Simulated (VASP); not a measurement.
Wanted: the native input for a VASP 6.6.1 run.

```
Task                   : electric field gradients
Functional             : r2SCAN
Potentials or basis    : VASP PAW PBE potentials, release 64 (Ag, Cl)
Cutoff                 : 520 eV
k mesh                 : 9 × 9 × 9
Occupations            : fermi-dirac, width 0.01 eV
Spin                   : no spin polarisation
Dipole correction      : no
Further INCAR settings : ALGO = Normal; EDIFF = 1e-08; NBANDS = 16
```

AgCl:

```
Ag Cl
1.0
     0.00000    2.77266    2.77266
     2.77266    0.00000    2.77266
     2.77266    2.77266    0.00000
Ag Cl
1 1
Direct
  0.00000 0.00000 0.00000
  0.50000 0.50000 0.50000
```

One way to write it, as run:

POSCAR

```
AgCl
1.0
    0.0000000000      2.7726629968      2.7726629968
    2.7726629968      0.0000000000      2.7726629968
    2.7726629968      2.7726629968      0.0000000000
Ag Cl
1 1
Direct
    0.0000000000      0.0000000000      0.0000000000
    0.5000000000      0.5000000000      0.5000000000
```

INCAR.step1

```
ALGO     = Normal         # electronic algorithm
EDIFF    = 1E-4           # SCF threshold, eV
ENCUT    = 520            # plane-wave cutoff, eV
GGA      = PE             # functional
ISMEAR   = -1             # smearing method
LASPH    = True           # aspherical terms in the spheres
LCHARG   = False          # write CHGCAR
LREAL    = False          # projectors in reciprocal space
LWAVE    = True           # write WAVECAR
NBANDS   = 16             # bands
NELM     = 100            # most SCF steps
PREC     = Accurate       # precision mode
SIGMA    = 0.01           # smearing width, eV
```

INCAR.step2

```
ALGO     = Normal         # electronic algorithm
EDIFF    = 1E-8           # SCF threshold, eV
ENCUT    = 520            # plane-wave cutoff, eV
ISIF     = 2              # what is computed and relaxed
ISMEAR   = -1             # smearing method
ISTART   = 1            
LASPH    = True           # aspherical terms in the spheres
LCHARG   = False          # write CHGCAR
LEFG     = True         
LMIXTAU  = True         
LREAL    = False          # projectors in reciprocal space
LWAVE    = False          # write WAVECAR
METAGGA  = R2SCAN         # meta-GGA
NBANDS   = 16             # bands
NELM     = 100            # most SCF steps
PREC     = Accurate       # precision mode
SIGMA    = 0.01           # smearing width, eV
```

KPOINTS

```
k-points
0
Gamma
  9 9 9
```

Potentials or basis: VASP PAW PBE potentials, release 64 (Ag, Cl).

Run with:

```bash
$ cat potpaw_PBE.64/Ag/POTCAR potpaw_PBE.64/Cl/POTCAR > POTCAR
$ cp INCAR.step1 INCAR
$ mpirun -np 1 vasp_std > vasp.out
$ cp INCAR.step2 INCAR
$ mpirun -np 1 vasp_std > vasp.out
```

Results of the run:

| Property | Result |
| --- | --- |
| Pressure | -0.1 GPa |
| Band gap on the k mesh | 1.47 eV, indirect (least direct gap 3.67 eV) |

Caveat: without QUAD_EFG the Cq values of the log hold for a quadrupole moment of 1 mb, not for the nuclei; the PAW data sets were made with another functional, which shifts forces and pressure a little.

Run time: 59 s on 1 thread of Intel(R) Xeon(R) 6975P-C (Granite Rapids) (shared host), peak memory 0.18 GiB.
